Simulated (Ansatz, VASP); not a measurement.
BaS: VASP beside Ansatz

The input POSCAR:

```
BaS
1.0
    3.8337582655      0.0000000000      0.0000000000
    0.0000000000      3.8337582655      0.0000000000
    0.0000000000      0.0000000000      3.8337582655
Ba S
1 1
Direct
    0.0000000000      0.0000000000      0.0000000000
    0.5000000000      0.5000000000      0.5000000000
```

The input INCAR.step1:

```
SYSTEM = BaS
ALGO     = Normal         ! electronic algorithm
EDIFF    = 1E-5           ! SCF threshold, eV
ENCUT    = 520            ! plane-wave cutoff, eV
GGA      = PE             ! functional
ISIF     = 2              ! what is computed and relaxed
ISMEAR   = 1              ! smearing method
LASPH    = .True.         ! aspherical terms in the spheres
LCHARG   = .False.        ! write CHGCAR
LREAL    = .False.        ! projectors in reciprocal space
LWAVE    = .True.         ! write WAVECAR
NBANDS   = 15             ! bands
NELM     = 60             ! most SCF steps
PREC     = Accurate       ! precision mode
SIGMA    = 0.05           ! smearing width, eV
```

The input INCAR.step2:

```
SYSTEM = BaS
ALGO     = Normal         ! electronic algorithm
EDIFF    = 1E-7           ! SCF threshold, eV
ENCUT    = 520            ! plane-wave cutoff, eV
GGA      = PE             ! functional
HFSCREEN = 0.2079         ! screening, 1/A
ISIF     = 2              ! what is computed and relaxed
ISMEAR   = 1              ! smearing method
ISTART   = 1            
LASPH    = .True.         ! aspherical terms in the spheres
LCHARG   = .False.        ! write CHGCAR
LHFCALC  = .True.         ! exact exchange
LREAL    = .False.        ! projectors in reciprocal space
LWAVE    = .False.        ! write WAVECAR
NBANDS   = 15             ! bands
NELM     = 60             ! most SCF steps
PREC     = Accurate       ! precision mode
PRECFOCK = Normal       
SIGMA    = 0.05           ! smearing width, eV
```

KPOINTS

```
k-points
0
Gamma
  4 4 4
  0 0 0
```

Input for Ansatz:

```yaml
crystal:
  lattice:
    - [3.8337582655, 0.0, 0.0]
    - [0.0, 3.8337582655, 0.0]
    - [0.0, 0.0, 3.8337582655]
  atoms:
    - { symbol: Ba, position: [0.0, 0.0, 0.0] }
    - { symbol: S, position: [0.5, 0.5, 0.5] }
kpoints:
  mp_grid: { grid: [4, 4, 4] }
hamiltonian:
  xc: hse06
scf:
  occupations: { method: methfessel_paxton, width: 0.05 }
  n_extra_bands: 4
output:
  forces: true
  stress: true
  eigenvalues: true
```

Alike in both runs: task single point; functional HSE06; k mesh 4 × 4 × 4; occupations methfessel-paxton of order 1, width 0.05 eV; no spin polarisation.

|  | VASP | Ansatz |
| --- | --- | --- |
| version | VASP 6.6.1 | Ansatz 0.2.0 |
| potentials or method | VASP PAW PBE potentials, release 64 (Ba_sv, S) | plane waves |
| plane-wave cutoff (eV) | 520 | 420 |
| valence electrons in the cell | 16 | 16 |

|  | VASP | Ansatz | Ansatz less VASP |
| --- | --- | --- | --- |
| gap on the k mesh at the Fermi level (eV) | 2.34 | 2.45 | +0.117 |
| pressure (GPa) | 0.5 | -0.4 | -0.82 |

Ansatz's warnings: stress exchange threshold loose, stress scf threshold loose.

Spin-orbit coupling is off throughout.
